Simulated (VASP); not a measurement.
# Be16C (a cell with a defect) in VASP: single point with PBE

Aim: the single point of Be16C (a cell with a defect) with PBE.

Program: VASP 6.6.1. These are calculated values, not measurements. Logs are shortened: lines on timing, memory, paths and dates and some standing lists are left out, and cuts for length are marked.

**1. The cell of the first run**

The cell holds a defect, 17 atoms: a = 4.580 Å, b = 3.966 Å, c = 7.177 Å, α = 90.00°, β = 90.00°, γ = 90.00°.

**2. Single point, PBE**

INCAR reads:

```
ALGO = Normal
EDIFF = 1E-6
ENCUT = 520
GGA = PE
ISIF = 2
ISMEAR = 0
LASPH = T
LCHARG = T
LELF = T
LREAL = Auto
LVHAR = T
LWAVE = F
NBANDS = 32
NELM = 80
PREC = Accurate
SIGMA = 0.05
```

KPOINTS reads:

```
k-points
0
Gamma
  5 6 4
```

POSCAR reads:

```
Be16C
1.0
   -2.2900000000     -3.9663960000      0.0000000000
    3.4350000000     -1.9831980000      0.0000000000
    0.0000000000      0.0000000000      7.1768600000
Be C
16 1
Direct
    0.7498414992      0.5310396021      0.0081358700
    0.5064967390      0.3386385829      0.2570507158
    0.7498548058      0.4975296959      0.4941013201
    0.5197540415      0.3239891572      0.7419108078
    0.5198160242      0.0091850642      0.0088930256
    0.2498720844      0.8346273867      0.2566910877
    0.5065370271     -0.0052760431      0.4936385829
    0.2498950571      0.8402581312      0.7305189177
    0.2498208034      0.4925891236      0.0199702934
   -0.0068101898      0.3386196988      0.2570508551
    0.2498586498      0.4986187214      0.4939761957
   -0.0200069560      0.3239805155      0.7418706788
   -0.0201430830      0.0092126171      0.0089005498
    0.7498368783      0.8358071183      0.2566393938
   -0.0067984776     -0.0053078642      0.4936438777
    0.7498678909      0.8022144018      0.7426568165
    0.2498469286      0.1662391460      0.8753316910
```

Potentials or basis: VASP PAW PBE potentials, release 64 (Be, C).

Command:

```
$ cat potpaw_PBE.64/Be/POTCAR potpaw_PBE.64/C/POTCAR > POTCAR
$ mpirun -np 1 vasp_std > vasp.out
```

OUTCAR:

```text
EDIFF = 1E-6
   ENCUT = 520
   GGA = PE
   ISIF = 2
   ISMEAR = 0
   LASPH = T
   LREAL = Auto
   NELM = 80
   PREC = Accurate

 ion  position               nearest neighbor table
   1  0.750  0.531  0.008-  14 2.15   5 2.17  13 2.17  16 2.19   2 2.24  10 2.24   9 2.30   9 2.30
                            13 2.32   5 2.32   4 2.33  12 2.33
   2  0.506  0.339  0.257-   3 2.13   9 2.16  11 2.16   7 2.18   5 2.21  10 2.23   1 2.24  14 2.27
                            14 2.28   6 2.29   6 2.32  10 2.35
   3  0.750  0.498  0.494-  10 2.13   2 2.13  16 2.15  14 2.17  12 2.18   4 2.18  15 2.27   7 2.27
                             7 2.28  15 2.28  11 2.29  11 2.29
   4  0.520  0.324  0.742-  17 1.68  12 2.11  16 2.17   3 2.18   7 2.21  11 2.27   8 2.28   5 2.29
                            16 2.32   1 2.33
   5  0.520  0.009  0.009-  17 1.68  13 2.11   1 2.17  14 2.18   2 2.21   6 2.27   9 2.28   4 2.29
                             1 2.32  16 2.33
   6  0.250  0.835  0.257-  11 2.16   7 2.16  15 2.16   9 2.17   5 2.27  13 2.27  14 2.29  14 2.29
                             2 2.29  10 2.29   2 2.32  10 2.32
   7  0.507  0.995  0.494-  14 2.13   8 2.16   6 2.16   2 2.18   4 2.21  15 2.23  16 2.24   3 2.27
                             3 2.28  11 2.29  11 2.32  15 2.35
   8  0.250  0.840  0.731-  17 1.66   7 2.16  15 2.16  11 2.17   4 2.28  12 2.28  16 2.30  16 2.30

   9  0.250  0.493  0.020-  17 1.66  10 2.16   2 2.16   6 2.17  13 2.28   5 2.28   1 2.30   1 2.30

  10  0.993  0.339  0.257-   3 2.13   9 2.16  11 2.16  15 2.18  13 2.21   2 2.23   1 2.24  14 2.27
                            14 2.28   6 2.29   6 2.32   2 2.35
  11  0.250  0.499  0.494-   2 2.16  10 2.16   6 2.16   8 2.17  12 2.27   4 2.27   3 2.29   3 2.29
                            15 2.29   7 2.29   7 2.32  15 2.32
  12  0.980  0.324  0.742-  17 1.68   4 2.11  16 2.17   3 2.18  15 2.21  11 2.27   8 2.28  13 2.29
                            16 2.32   1 2.33
  13  0.980  0.009  0.009-  17 1.68   5 2.11   1 2.17  14 2.18  10 2.21   6 2.27   9 2.28  12 2.29
                             1 2.32  16 2.33
  14  0.750  0.836  0.257-   7 2.13  15 2.13   1 2.15   3 2.17  13 2.18   5 2.18   2 2.27  10 2.27
                            10 2.28   2 2.28   6 2.29   6 2.29
  15  0.993  0.995  0.494-  14 2.13   8 2.16   6 2.16  10 2.18  12 2.21   7 2.23  16 2.24   3 2.27
                             3 2.28  11 2.29  11 2.32   7 2.35
  16  0.750  0.802  0.743-   3 2.15   4 2.17  12 2.17   1 2.19  15 2.24   7 2.24   8 2.30   8 2.30
                            12 2.32   4 2.32  13 2.33   5 2.33
  17  0.250  0.166  0.875-   8 1.66   9 1.66   5 1.68  13 1.68  12 1.68   4 1.68

  LATTYP: Found a simple orthorhombic cell.
 ALAT       =     3.9663962620
 B/A-ratio  =     1.1547004875
 C/A-ratio  =     1.8094157835

  Lattice vectors:

 A1 = (  -3.4350000000,   1.9831980000,   0.0000000000)
 A2 = (  -2.2900000000,  -3.9663960000,   0.0000000000)
 A3 = (   0.0000000000,   0.0000000000,   7.1768600000)

Analysis of symmetry for initial positions (statically):
=====================================================================
 Subroutine PRICEL returns:
 Original cell was already a primitive cell.

 Routine SETGRP: Setting up the symmetry group for a
 simple orthorhombic supercell.

 Subroutine GETGRP returns: Found  1 space group operations
 (whereof  1 operations were pure point group operations)
 out of a pool of  8 trial point group operations.

The static configuration has the point symmetry C_1 .

Analysis of symmetry for dynamics (positions and initial velocities):
=====================================================================
 Subroutine PRICEL returns:
 Original cell was already a primitive cell.

 Routine SETGRP: Setting up the symmetry group for a
 simple orthorhombic supercell.

 Subroutine GETGRP returns: Found  1 space group operations
 (whereof  1 operations were pure point group operations)
 out of a pool of  8 trial point group operations.

The dynamic configuration has the point symmetry C_1 .

 Subroutine INISYM returns: Found  1 space group operations
 (whereof  1 operations are pure point group operations),
 and found     1 'primitive' translations

----------------------------------------------------------------------------------------

                                     Primitive cell

  volume of cell :     130.3755

  direct lattice vectors                    reciprocal lattice vectors
    -2.290000000 -3.966396000  0.000000000    -0.109170306 -0.189088533  0.000000000
     3.435000000 -1.983198000  0.000000000     0.218340611 -0.126059022  0.000000000
     0.000000000  0.000000000  7.176860000     0.000000000  0.000000000  0.139336702

  length of vectors
     4.579999697  3.966396262  7.176860000     0.218340626  0.252118027  0.139336702

  position of ions in fractional coordinates (direct lattice)
     0.749841499  0.531039602  0.008135870
     0.506496739  0.338638583  0.257050716
     0.749854806  0.497529696  0.494101320
     0.519754042  0.323989157  0.741910808
     0.519816024  0.009185064  0.008893026
     0.249872084  0.834627387  0.256691088
[... 9 lines left out ...]
     0.749867891  0.802214402  0.742656817
     0.249846929  0.166239146  0.875331691

  ion indices of the primitive-cell ions
   primitive index   ion index
                 1           1
                 2           2
                 3           3
                 4           4
                 5           5
                 6           6
[... 9 lines left out ...]
                16          16
                17          17

----------------------------------------------------------------------------------------

 KPOINTS: k-points

Automatic generation of k-mesh.
 Grid dimensions read from file:
 generate k-points for:    5    6    4

 Generating k-lattice:

  Cartesian coordinates                     Fractional coordinates (reciprocal lattice)
    -0.021834061 -0.037817707  0.000000000     0.200000000  0.000000000  0.000000000
     0.036390102 -0.021009837  0.000000000    -0.000000000  0.166666667  0.000000000
     0.000000000  0.000000000  0.034834175     0.000000000  0.000000000  0.250000000

  Length of vectors
     0.043668125  0.042019671  0.034834175

  Shift w.r.t. Gamma in fractional coordinates (k-lattice)
     0.000000000  0.000000000  0.000000000

 Subroutine IBZKPT returns following result:
 ===========================================

 Found     62 irreducible k-points:

 Following reciprocal coordinates:
            Coordinates               Weight
  0.000000  0.000000  0.000000      1.000000
  0.200000  0.000000  0.000000      2.000000
  0.400000  0.000000  0.000000      2.000000
  0.000000  0.166667  0.000000      2.000000
  0.200000  0.166667  0.000000      2.000000
 -0.200000  0.166667  0.000000      2.000000
[... 16 lines left out ...]
  0.000000  0.166667 -0.250000      2.000000
  0.200000  0.166667  0.250000      2.000000
 [... further k-points ...]
   k-points           NKPTS =     62   k-points in BZ     NKDIM =     62   number of bands    NBANDS=     32
   number of dos      NEDOS =    301   number of ions     NIONS =     17
   total plane-waves  NPLWV =  58320
   dimension x,y,z NGX =    36 NGY =   30 NGZ =   54
   dimension x,y,z NGXF=    72 NGYF=   60 NGZF=  108
   ions per type =              16   1
   NGX,Y,Z   is equivalent  to a cutoff of  13.07, 12.57, 12.51 a.u.
   NGXF,Y,Z  is equivalent  to a cutoff of  26.13, 25.15, 25.02 a.u.
 SYSTEM =  unknown system
   PREC   = accura    normal or accurate (medium, high low for compatibility)
   ISTART =      0    job   : 0-new  1-cont  2-samecut
   ICHARG =      2    charge: 1-file 2-atom 10-const
   ISPIN  =      1    spin polarized calculation?
   LNONCOLLINEAR =      F non collinear calculations
   LSORBIT =      F    spin-orbit coupling
   LASPH  =      T    aspherical Exc in radial PAW
   ENCUT  =  520.0 eV  38.22 Ry    6.18 a.u.   8.52  7.37 13.34*2*pi/ulx,y,z
   NELM   =     80;   NELMIN=  2; NELMDL= -5     # of ELM steps
   EDIFF  = 0.1E-05   stopping-criterion for ELM
   LREAL  =      T    real-space projection
   EDIFFG = 0.1E-04   stopping-criterion for IOM
   NSW    =      0    number of steps for IOM
   IBRION =     -1    ionic relax: 0-MD 1-quasi-New 2-CG
   NFREE  =      0    steps in history (QN), initial steepest desc. (CG)
   ISIF   =      2    stress and relaxation
   ISYM   =      2    0-nonsym 1-usesym 2-fastsym
   POTIM  = 0.5000    time-step for ionic-motion
   TEBEG  =    0.0;   TEEND  =   0.0 temperature during run
   PSTRESS=    0.0 pullay stress
   NELECT =      36.0000    total number of electrons
   NUPDOWN=      -1.0000    fix difference up-down
   EMIN   =  10.00;   EMAX   =-10.00  energy-range for DOS
   EFERMI =   0.00;   METHOD = LEGACY
   ISMEAR =     0;   SIGMA  =   0.05  broadening in eV -4-tet -1-fermi 0-gaus
   EFERMI_NEDOS =   21; number of points for ismear=-14 and -15
   IALGO  =     38    algorithm
   IMIX   =      4    mixing-type and parameters
     AMIX     =   0.40;   BMIX     =  1.00
     AMIX_MAG =   1.60;   BMIX_MAG =  1.00
  volume/ion in A,a.u.               =       7.67        51.75
  Fermi-wavevector in a.u.,A,eV,Ry     =   1.066049  2.014540 15.462471  1.136460
  Thomas-Fermi vector in A             =   2.201620
   LORBIT       =      0    0 simple, 1 ext, 2 COOP (PROOUT), +10 PAW based schemes
   GGA     = PE    functional components
   LHFCALC =     F    Hartree Fock is set to
   AEXX    =    0.0000 exact exchange contribution
   IVDW    =     0    specifies the selected vdW correction
   LEPSILON=     F    determine dielectric tensor
   LRPA    =     F    only Hartree local field effects (RPA)
 non-spin polarized calculation
 Gauss-broadening in eV      SIGMA  =   0.05
  energy-cutoff  :      520.00
  volume of cell :      130.38
 maximum number of plane-waves:      3532
 NGX is ok and might be reduce to    36
   NGX = 17   NGY = 15   NGZ = 27

 number of electron      36.0000000 magnetization

 Free energy of the ion-electron system (eV)
  ---------------------------------------------------
  ext. energy  EPLUGINS =         0.00000000
  ---------------------------------------------------
  free energy    TOTEN  =       -65.94731416 eV

  energy without entropy =      -65.94370804  energy(sigma->0) =      -65.94551110

 E-fermi :   7.3554     XC(G=0): -10.7405

 val. band max:        7.3551766490   @ k =   0.0000   0.0000   0.5000
 cond. band min:       7.3694232585   @ k =   0.0000   0.1667   0.2500
 fundamental gap:      0.0142466095
 Fermi energy:         7.3553661180

 k-point     1 :       0.0000    0.0000    0.0000
  band No.  band energies     occupation
      1      -6.6641      2.00000
      2      -3.3034      2.00000
      3      -2.2479      2.00000
      4      -0.2861      2.00000
      5       0.1779      2.00000
      6       1.3555      2.00000
[... 22 lines left out ...]
     29      11.8581      0.00000
     30      12.8155      0.00000

 k-point     2 :       0.2000    0.0000    0.0000
  band No.  band energies     occupation
      1      -6.5859      2.00000
      2      -3.1708      2.00000
      3      -2.0460      2.00000
      4      -1.3332      2.00000
      5       0.3659      2.00000
      6       0.8455      2.00000
[... 22 lines left out ...]
     29      12.6865      0.00000
     30      12.9070      0.00000

 k-point     3 :       0.4000    0.0000    0.0000
  band No.  band energies     occupation
      1      -6.4433      2.00000
      2      -2.9917      2.00000
      3      -1.8868      2.00000
      4      -1.4677      2.00000
      5      -0.8232      2.00000
      6      -0.3738      2.00000
[... 682 lines left out ...]
     29      11.8667      0.00000
     30      12.8372      0.00000

 k-point    24 :       0.2000    0.1667    0.2500
  band No.  band energies     occupation
      1      -6.4872      2.00000
      2      -3.1505      2.00000
      3      -1.8491      2.00000
      4      -0.7213      2.00000
      5      -0.0785      2.00000
      6       0.2614      2.00000
[... 22 lines left out ...]
     29      12.4986      0.00000
     30      12.9846      0.00000

 [... further k-points ...]

 [bands above 30 left out]

------------------------ aborting loop because EDIFF is reached ----------------------------------------

  FORCE on cell =-STRESS in cart. coord.  units (eV):
  Direction    XX          YY          ZZ          XY          YZ          ZX
  --------------------------------------------------------------------------------------
  -------------------------------------------------------------------------------------
  Total        3.9694350      5.6009855     13.1500886      1.4148406     -1.2833549      2.2276459
  in kB       48.7801635     68.8301966    161.6006997     17.3868961    -15.7710765     27.3754149
  external PRESSURE =      93.0703533 kB  Pullay stress =       0.0000000 kB

 VOLUME and BASIS-vectors are now :
 -----------------------------------------------------------------------------
  energy-cutoff  :      520.00
  volume of cell :      130.38
      direct lattice vectors                 reciprocal lattice vectors
    -2.290000000 -3.966396000  0.000000000    -0.109170306 -0.189088533  0.000000000
     3.435000000 -1.983198000  0.000000000     0.218340611 -0.126059022  0.000000000
     0.000000000  0.000000000  7.176860000     0.000000000  0.000000000  0.139336702

 POSITION                                       TOTAL-FORCE (eV/Angst)
 -----------------------------------------------------------------------------------
      0.10698     -4.02732      0.05839        -0.011525      0.006447     -0.005187
      0.00335     -2.68055      1.84482         0.000971     -0.002837     -0.003122
     -0.00815     -3.96092      3.54610        -0.000705      0.000463      0.007908
     -0.07733     -2.70408      5.32459         0.003765     -0.007978     -0.008724
     -1.15883     -2.08001      0.06382        -0.007623     -0.001448      0.006624
      2.29474     -2.64632      1.84224        -0.004915      0.003586     -0.010034
[... 9 lines left out ...]
      1.03841     -4.56522      5.32994         0.011149     -0.006739      0.004167
     -0.00112     -1.32068      6.28213        -0.001069      0.002551      0.009423
 -----------------------------------------------------------------------------------
    total drift:                               -0.002844      0.003493      0.008232

  FREE ENERGIE OF THE ION-ELECTRON SYSTEM (eV)
  ---------------------------------------------------
  free  energy   TOTEN  =       -65.9473141586 eV

  energy  without entropy=      -65.9437080380  energy(sigma->0) =      -65.94551110
```

Run time: 3.1 min. Hardware: 1 thread of Intel Xeon Platinum 8559C (Emerald Rapids), shared host; peak memory 0.31 GiB.

What came out:

```yaml
Free_energy: -65.9473 eV
Pressure: 9.3 GPa
Largest_force: 0.017 eV/Å
Band_gap_on_the_k_mesh: zero (band 18 reaches 7.82 eV, above the bottom of band 19 at 6.73 eV)
```

Forces on the atoms (eV/Å):
```
Be  -0.012  0.006 -0.005
Be   0.001 -0.003 -0.003
Be  -0.001  0.000  0.008
Be   0.004 -0.008 -0.009
Be  -0.008 -0.001  0.007
Be  -0.005  0.004 -0.010
Be  -0.004  0.000  0.002
Be  -0.010  0.006 -0.009
Be   0.012 -0.007  0.009
Be   0.003  0.000 -0.003
Be   0.005 -0.003  0.009
Be   0.009  0.001 -0.007
Be  -0.003  0.007  0.006
Be   0.000 -0.001 -0.008
Be  -0.002  0.003  0.001
Be   0.011 -0.007  0.004
C   -0.001  0.003  0.009
```
